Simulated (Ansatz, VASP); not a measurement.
# Te in VASP and in Ansatz

File INCAR:

```
  PREC = Accurate
  ENCUT = 520
  EDIFF = 1E-6
  ISMEAR = 0
  SIGMA = 0.2
  LREAL = False
  LASPH = True
  NELM = 80
  ALGO = Normal
  ISIF = 2
  LWAVE = False
  LCHARG = False
  GGA = PE
  NBANDS = 34
```

Contents of KPOINTS:

```
regular mesh
0
Gamma
  4 4 4
```

POSCAR

```
Te
1.0
    6.3777515307      0.0000000000      0.0000000000
    0.0000000000      6.3777515307      0.0000000000
    0.0000000000      0.0000000000      6.4482830773
Te
8
Direct
    0.0000000000      0.0000000000      0.2500000000
    0.0000000000      0.0000000000      0.7500000000
    0.0000000000      0.5000000000      0.2500000000
    0.0000000000      0.5000000000      0.7500000000
    0.5000000000      0.0000000000      0.2500000000
    0.5000000000      0.0000000000      0.7500000000
    0.5000000000      0.5000000000      0.2500000000
    0.5000000000      0.5000000000      0.7500000000
```

Input for Ansatz:

```yaml
crystal:
  lattice:
    - [6.3777515307, 0.0, 0.0]
    - [0.0, 6.3777515307, 0.0]
    - [0.0, 0.0, 6.4482830773]
  atoms:
    - { symbol: Te, position: [0.0, 0.0, 0.25] }
    - { symbol: Te, position: [0.0, 0.0, 0.75] }
    - { symbol: Te, position: [0.0, 0.5, 0.25] }
    - { symbol: Te, position: [0.0, 0.5, 0.75] }
    - { symbol: Te, position: [0.5, 0.0, 0.25] }
    - { symbol: Te, position: [0.5, 0.0, 0.75] }
    - { symbol: Te, position: [0.5, 0.5, 0.25] }
    - { symbol: Te, position: [0.5, 0.5, 0.75] }
basis:
  ecutwfc: 420
kpoints:
  mp_grid: { grid: [4, 4, 4] }
hamiltonian:
  xc: pbe
scf:
  occupations: { method: gaussian, width: 0.2 }
  lower_state_search: "off"
output:
  forces: true
  stress: true
  eigenvalues: true
```

Alike in both runs: task single point; functional PBE; k mesh 4 × 4 × 4; occupations gaussian, width 0.2 eV; no spin polarisation.

|  | VASP | Ansatz |
| --- | --- | --- |
| version | VASP 6.6.1 | Ansatz 0.2.0 |
| potentials or method | VASP PAW PBE potentials, release 64 (Te), cutoff 520 eV | scalar-relativistic, plane waves, PAW |
| valence electrons in the cell | 48 | 128 |

```csv
,VASP,Ansatz,Ansatz less VASP
gap on the k mesh at the Fermi level (eV),none,none,-
pressure (GPa),0.2,0.3,+0.04
```

A gap of «none» marks a metal or a gap that the smearing closes. The functional is the same, so the differences come from potentials, cutoffs and numerics. VASP's potentials hold 48 valence electrons a cell and Ansatz's 128, so a difference there can come from the potentials and not from the codes.

Spin-orbit coupling is off throughout.
